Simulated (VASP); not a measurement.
# MgO (P3m1) in VASP: notebook

MgO is run at these levels: PBE; tasks: single point, relaxation of cell and atoms.

Everything below comes from runs of VASP 6.6.1. Logs are shortened: lines on timing, memory, paths and dates and some standing lists are left out, and cuts for length are marked.

### 1 The cell of the first run

It takes space group P3m1 (No. 156, trigonal). Conventional cell: a = 3.280 Å, b = 3.280 Å, c = 21.022 Å, α = 90.00°, β = 90.00°, γ = 120.00°. Mg (site symmetry 3m) has 4 O at 1.99 Å within 2.6 Å. Mg (site symmetry 3m) has 4 O at 1.99 to 2.01 Å within 2.6 Å. Mg (site symmetry 3m) has 4 O at 1.99 to 2.00 Å within 2.6 Å. Mg (site symmetry 3m) has 4 O at 1.99 to 2.01 Å within 2.6 Å. Within 2.6 Å of Mg (site symmetry 3m) lie 4 O at 2.00 to 2.01 Å. Within 2.6 Å of Mg (site symmetry 3m) lie 4 O at 1.99 to 2.00 Å. Within 2.6 Å of Mg (site symmetry 3m) lie 4 O at 1.99 to 2.01 Å. Mg (site symmetry 3m) has 4 O at 1.99 to 2.00 Å within 2.6 Å.

### 2 Single point, PBE

Input file INCAR:

```
SYSTEM = MgO
PREC = Accurate
ENCUT = 520
EDIFF = 1E-6
ISMEAR = 0
SIGMA = 0.02
LREAL = Auto
LASPH = .TRUE.
NELM = 100
ALGO = Normal
ISIF = 2
LWAVE = .FALSE.
LCHARG = .FALSE.
GGA = PE
NBANDS = 46
```

Input file KPOINTS:

```
regular mesh
0
G
  12 12 1
  0 0 0
```

Input file POSCAR:

```
MgO
1.0
    3.2802854975      0.0000000000      0.0000000000
   -1.6401427488      2.8408105725      0.0000000000
    0.0000000000      0.0000000000     21.0217506425
Mg O
8 8
Direct
    0.0000000000      0.0000000000     -0.0009031868
    0.3333333333      0.6666666667      0.1234445997
    0.6666666667      0.3333333333      0.2491189034
    0.3333333333      0.6666666667      0.3734546376
    0.0000000000      0.0000000000      0.4994891427
    0.6666666667      0.3333333333      0.6251260333
    0.0000000000      0.0000000000      0.7494697506
    0.3333333333      0.6666666667      0.8751439316
    0.0000000000      0.0000000000      0.0938369561
    0.3333333333      0.6666666667      0.2190433851
    0.6666666667      0.3333333333      0.3438539622
    0.3333333333      0.6666666667      0.4690662789
    0.0000000000      0.0000000000      0.5950687013
    0.6666666667      0.3333333333      0.7198622701
    0.0000000000      0.0000000000      0.8450697895
    0.3333333333      0.6666666667      0.9698548447
```

Potentials or basis: VASP PAW PBE potentials, release 64 (Mg, O).

On the command line:

```
cat potpaw_PBE.64/Mg/POTCAR potpaw_PBE.64/O/POTCAR > POTCAR
mpirun -np 1 vasp_std > vasp.out
```

OUTCAR:

```text
SYSTEM = MgO
   PREC = Accurate
   ENCUT = 520
   EDIFF = 1E-6
   ISMEAR = 0
   LREAL = Auto
   LASPH = .TRUE.
   NELM = 100
   ISIF = 2
   GGA = PE

 ion  position               nearest neighbor table
   1  0.000  0.000  0.999-  16 1.99  16 1.99  16 1.99   9 1.99   8 3.22   8 3.22   8 3.22   2 3.23
                             2 3.23   2 3.23
   2  0.333  0.667  0.123-   9 1.99   9 1.99   9 1.99  10 2.01   1 3.23   1 3.23   1 3.23   3 3.25
                             3 3.25   3 3.25
   3  0.667  0.333  0.249-  11 1.99  10 2.00  10 2.00  10 2.00   4 3.23   4 3.23   4 3.23   2 3.25
                             2 3.25   2 3.25
   4  0.333  0.667  0.373-  11 1.99  11 1.99  11 1.99  12 2.01   3 3.23   3 3.23   3 3.23   5 3.26
                             5 3.26   5 3.26
   5  0.000  0.000  0.499-  12 2.00  12 2.00  12 2.00  13 2.01   6 3.25   6 3.25   6 3.25   4 3.26
                             4 3.26   4 3.26
   6  0.667  0.333  0.625-  14 1.99  13 2.00  13 2.00  13 2.00   7 3.23   7 3.23   7 3.23   5 3.25
                             5 3.25   5 3.25
   7  0.000  0.000  0.749-  14 1.99  14 1.99  14 1.99  15 2.01   6 3.23   6 3.23   6 3.23   8 3.25
                             8 3.25   8 3.25
   8  0.333  0.667  0.875-  16 1.99  15 2.00  15 2.00  15 2.00   1 3.22   1 3.22   1 3.22   7 3.25
                             7 3.25   7 3.25
   9  0.000  0.000  0.094-   1 1.99   2 1.99   2 1.99   2 1.99
  10  0.333  0.667  0.219-   3 2.00   3 2.00   3 2.00   2 2.01
  11  0.667  0.333  0.344-   3 1.99   4 1.99   4 1.99   4 1.99
  12  0.333  0.667  0.469-   5 2.00   5 2.00   5 2.00   4 2.01
  13  0.000  0.000  0.595-   6 2.00   6 2.00   6 2.00   5 2.01
  14  0.667  0.333  0.720-   6 1.99   7 1.99   7 1.99   7 1.99
  15  0.000  0.000  0.845-   8 2.00   8 2.00   8 2.00   7 2.01
  16  0.333  0.667  0.970-   8 1.99   1 1.99   1 1.99   1 1.99

  LATTYP: Found a hexagonal cell.
 ALAT       =     3.2802854975
 C/A-ratio  =     6.4085125086

  Lattice vectors:

 A1 = (   3.2802854975,   0.0000000000,   0.0000000000)
 A2 = (  -1.6401427488,   2.8408105725,   0.0000000000)
 A3 = (   0.0000000000,   0.0000000000,  21.0217506425)

Analysis of symmetry for initial positions (statically):
=====================================================================
 Subroutine PRICEL returns:
 Original cell was already a primitive cell.

 Routine SETGRP: Setting up the symmetry group for a
 hexagonal supercell.

 Subroutine GETGRP returns: Found  6 space group operations
 (whereof  6 operations were pure point group operations)
 out of a pool of 24 trial point group operations.

The static configuration has the point symmetry C_3v.

Analysis of symmetry for dynamics (positions and initial velocities):
=====================================================================
 Subroutine PRICEL returns:
 Original cell was already a primitive cell.

 Routine SETGRP: Setting up the symmetry group for a
 hexagonal supercell.

 Subroutine GETGRP returns: Found  6 space group operations
 (whereof  6 operations were pure point group operations)
 out of a pool of 24 trial point group operations.

The dynamic configuration has the point symmetry C_3v.

 Subroutine INISYM returns: Found  6 space group operations
 (whereof  6 operations are pure point group operations),
 and found     1 'primitive' translations

----------------------------------------------------------------------------------------

                                     Primitive cell

  volume of cell :     195.8948

  direct lattice vectors                    reciprocal lattice vectors
     3.280285497  0.000000000  0.000000000     0.304851514  0.176006104  0.000000000
    -1.640142749  2.840810573  0.000000000     0.000000000  0.352012207  0.000000000
     0.000000000  0.000000000 21.021750642     0.000000000  0.000000000  0.047569777

  length of vectors
     3.280285497  3.280285498 21.021750642     0.352012207  0.352012207  0.047569777

  position of ions in fractional coordinates (direct lattice)
     0.000000000  0.000000000  0.999096813
     0.333333333  0.666666667  0.123444600
     0.666666667  0.333333333  0.249118903
     0.333333333  0.666666667  0.373454638
     0.000000000  0.000000000  0.499489143
     0.666666667  0.333333333  0.625126033
[... 8 lines left out ...]
     0.000000000  0.000000000  0.845069790
     0.333333333  0.666666667  0.969854845

  ion indices of the primitive-cell ions
   primitive index   ion index
                 1           1
                 2           2
                 3           3
                 4           4
                 5           5
                 6           6
[... 8 lines left out ...]
                15          15
                16          16

----------------------------------------------------------------------------------------

 KPOINTS: regular mesh

Automatic generation of k-mesh.
 Grid dimensions read from file:
 generate k-points for:   12   12    1

 Generating k-lattice:

  Cartesian coordinates                     Fractional coordinates (reciprocal lattice)
     0.025404293  0.014667175  0.000000000     0.083333333  0.000000000  0.000000000
     0.000000000  0.029334351  0.000000000     0.000000000  0.083333333  0.000000000
     0.000000000  0.000000000  0.047569777     0.000000000  0.000000000  1.000000000

  Length of vectors
     0.029334351  0.029334351  0.047569777

  Shift w.r.t. Gamma in fractional coordinates (k-lattice)
     0.000000000  0.000000000  0.000000000

 Subroutine IBZKPT returns following result:
 ===========================================

 Found     19 irreducible k-points:

 Following reciprocal coordinates:
            Coordinates               Weight
  0.000000  0.000000  0.000000      1.000000
  0.083333 -0.000000  0.000000      6.000000
  0.166667  0.000000  0.000000      6.000000
  0.250000 -0.000000  0.000000      6.000000
  0.333333  0.000000  0.000000      6.000000
  0.416667 -0.000000  0.000000      6.000000
[... 11 lines left out ...]
  0.333333  0.250000  0.000000     12.000000
  0.333333  0.333333  0.000000      2.000000
   k-points           NKPTS =     19   k-points in BZ     NKDIM =     19   number of bands    NBANDS=     46
   number of dos      NEDOS =    301   number of ions     NIONS =     16
   total plane-waves  NPLWV =  92160
   dimension x,y,z NGX =    24 NGY =   24 NGZ =  160
   dimension x,y,z NGXF=    48 NGYF=   48 NGZF=  320
   ions per type =               8   8
   NGX,Y,Z   is equivalent  to a cutoff of  12.16, 12.16, 12.65 a.u.
   NGXF,Y,Z  is equivalent  to a cutoff of  24.33, 24.33, 25.31 a.u.
 SYSTEM =  MgO
   PREC   = accura    normal or accurate (medium, high low for compatibility)
   ISTART =      0    job   : 0-new  1-cont  2-samecut
   ICHARG =      2    charge: 1-file 2-atom 10-const
   ISPIN  =      1    spin polarized calculation?
   LNONCOLLINEAR =      F non collinear calculations
   LSORBIT =      F    spin-orbit coupling
   LASPH  =      T    aspherical Exc in radial PAW
   ENCUT  =  520.0 eV  38.22 Ry    6.18 a.u.   6.10  6.10 39.09*2*pi/ulx,y,z
   NELM   =    100;   NELMIN=  2; NELMDL= -5     # of ELM steps
   EDIFF  = 0.1E-05   stopping-criterion for ELM
   LREAL  =      T    real-space projection
   EDIFFG = 0.1E-04   stopping-criterion for IOM
   NSW    =      0    number of steps for IOM
[... 5 lines left out ...]
   TEBEG  =    0.0;   TEEND  =   0.0 temperature during run
   PSTRESS=    0.0 pullay stress
   NELECT =      64.0000    total number of electrons
   NUPDOWN=      -1.0000    fix difference up-down
   EMIN   =  10.00;   EMAX   =-10.00  energy-range for DOS
   EFERMI =   0.00;   METHOD = LEGACY
   ISMEAR =     0;   SIGMA  =   0.02  broadening in eV -4-tet -1-fermi 0-gaus
   EFERMI_NEDOS =   21; number of points for ismear=-14 and -15
   IALGO  =     38    algorithm
   IMIX   =      4    mixing-type and parameters
     AMIX     =   0.40;   BMIX     =  1.00
     AMIX_MAG =   1.60;   BMIX_MAG =  1.00
  volume/ion in A,a.u.               =      12.24        82.62
  Fermi-wavevector in a.u.,A,eV,Ry     =   1.127528  2.130718 17.297341  1.271319
  Thomas-Fermi vector in A             =   2.264214
   LORBIT       =      0    0 simple, 1 ext, 2 COOP (PROOUT), +10 PAW based schemes
   GGA     = PE    functional components
   LHFCALC =     F    Hartree Fock is set to
   AEXX    =    0.0000 exact exchange contribution
   IVDW    =     0    specifies the selected vdW correction
   LEPSILON=     F    determine dielectric tensor
   LRPA    =     F    only Hartree local field effects (RPA)
 non-spin polarized calculation
 Gauss-broadening in eV      SIGMA  =   0.02
  energy-cutoff  :      520.00
  volume of cell :      195.89
 maximum number of plane-waves:      5334
   NGX = 13   NGY = 13   NGZ = 79

 number of electron      64.0000048 magnetization

 Free energy of the ion-electron system (eV)
  ---------------------------------------------------
  ext. energy  EPLUGINS =         0.00000000
  ---------------------------------------------------
  free energy    TOTEN  =       -93.84767993 eV

  energy without entropy =      -93.84767993  energy(sigma->0) =      -93.84767993

 E-fermi :   0.8926     XC(G=0):  -9.5885

 val. band max:        0.7207980222   @ k =   0.0000   0.0000   0.0000
 cond. band min:       4.1544176098   @ k =   0.0000   0.0000   0.0000
 fundamental gap:      3.4336195876
 Fermi energy:         0.8925937201

 k-point     1 :       0.0000    0.0000    0.0000
  band No.  band energies     occupation
      1     -15.2281      2.00000
      2     -15.1208      2.00000
      3     -15.0673      2.00000
      4     -14.8859      2.00000
      5     -14.8603      2.00000
      6     -14.6644      2.00000
[... 36 lines left out ...]
     43      11.6140      0.00000
     44      13.5692      0.00000

 k-point     2 :       0.0833   -0.0000    0.0000
  band No.  band energies     occupation
      1     -15.1946      2.00000
      2     -15.0896      2.00000
      3     -15.0352      2.00000
      4     -14.8607      2.00000
      5     -14.8345      2.00000
      6     -14.6465      2.00000
[... 791 lines left out ...]
 k-point    19 :       0.3333    0.3333    0.0000
  band No.  band energies     occupation
      1     -14.5038      2.00000
      2     -14.5009      2.00000
      3     -14.4962      2.00000
      4     -14.4902      2.00000
      5     -14.3624      2.00000
      6     -14.3530      2.00000
[... 36 lines left out ...]
     43      10.7121      0.00000
     44      10.8487      0.00000
 [bands above 44 left out]

------------------------ aborting loop because EDIFF is reached ----------------------------------------

  FORCE on cell =-STRESS in cart. coord.  units (eV):
  Direction    XX          YY          ZZ          XY          YZ          ZX
  --------------------------------------------------------------------------------------
  -------------------------------------------------------------------------------------
  Total       -0.5349648     -0.5349648     -0.4491991      0.0000000      0.0000000     -0.0000000
  in kB       -4.3753521     -4.3753521     -3.6738941      0.0000000      0.0000000     -0.0000000
  external PRESSURE =      -4.1415328 kB  Pullay stress =       0.0000000 kB

 VOLUME and BASIS-vectors are now :
 -----------------------------------------------------------------------------
  energy-cutoff  :      520.00
  volume of cell :      195.89
      direct lattice vectors                 reciprocal lattice vectors
     3.280285497  0.000000000  0.000000000     0.304851514  0.176006104  0.000000000
    -1.640142749  2.840810573  0.000000000     0.000000000  0.352012207  0.000000000
     0.000000000  0.000000000 21.021750642     0.000000000  0.000000000  0.047569777

 POSITION                                       TOTAL-FORCE (eV/Angst)
 -----------------------------------------------------------------------------------
      0.00000      0.00000     21.00276         0.000000     -0.000000      0.004533
     -0.00000      1.89387      2.59502         0.000000     -0.000000      0.003795
      1.64014      0.94694      5.23692         0.000000     -0.000000      0.003024
     -0.00000      1.89387      7.85067         0.000000      0.000000      0.004002
      0.00000      0.00000     10.50014        -0.000000      0.000000      0.000452
      1.64014      0.94694     13.14124         0.000000      0.000000      0.000778
[... 8 lines left out ...]
      0.00000      0.00000     17.76485         0.000000      0.000000     -0.002772
     -0.00000      1.89387     20.38805         0.000000     -0.000000     -0.006329
 -----------------------------------------------------------------------------------
    total drift:                                0.000000     -0.000000     -0.022884

  FREE ENERGIE OF THE ION-ELECTRON SYSTEM (eV)
  ---------------------------------------------------
  free  energy   TOTEN  =       -93.8476799254 eV

  energy  without entropy=      -93.8476799254  energy(sigma->0) =      -93.84767993
```

It took 79 s on 1 thread of Intel Xeon 6975P-C (Granite Rapids), shared host; peak memory 0.34 GiB.

What came out:

```
Free energy            : -93.8477 eV
Pressure               : -0.4 GPa
Largest force          : 0.006 eV/Å
Band gap on the k mesh : 3.43 eV
```

Forces on the atoms (eV/Å):
```
Mg   0.000  0.000  0.005
Mg   0.000  0.000  0.004
Mg   0.000  0.000  0.003
Mg   0.000  0.000  0.004
Mg   0.000  0.000  0.000
Mg   0.000  0.000  0.001
Mg   0.000  0.000  0.002
Mg   0.000  0.000  0.001
O    0.000  0.000  0.003
O    0.000  0.000 -0.004
O    0.000  0.000  0.002
O    0.000  0.000 -0.003
O    0.000  0.000 -0.003
O    0.000  0.000 -0.004
O    0.000  0.000 -0.003
O    0.000  0.000 -0.006
```

Levels at points of the mesh, in eV from the valence-band top:
```tsv
k point	band 29	band 30	band 31	band 32	band 33	band 34	band 35	band 36
(0.00, 0.00, 0.00)	-0.12	-0.06	-0.06	0.00	3.43	4.26	4.27	5.80
(0.50, 0.00, 0.00)	-0.40	-0.36	-0.31	-0.24	6.51	6.77	6.96	7.57
```

Caveat: an odd mesh through Γ misses points on the zone boundary, where band edges can lie.

(Part 1 of 2 ends here.)
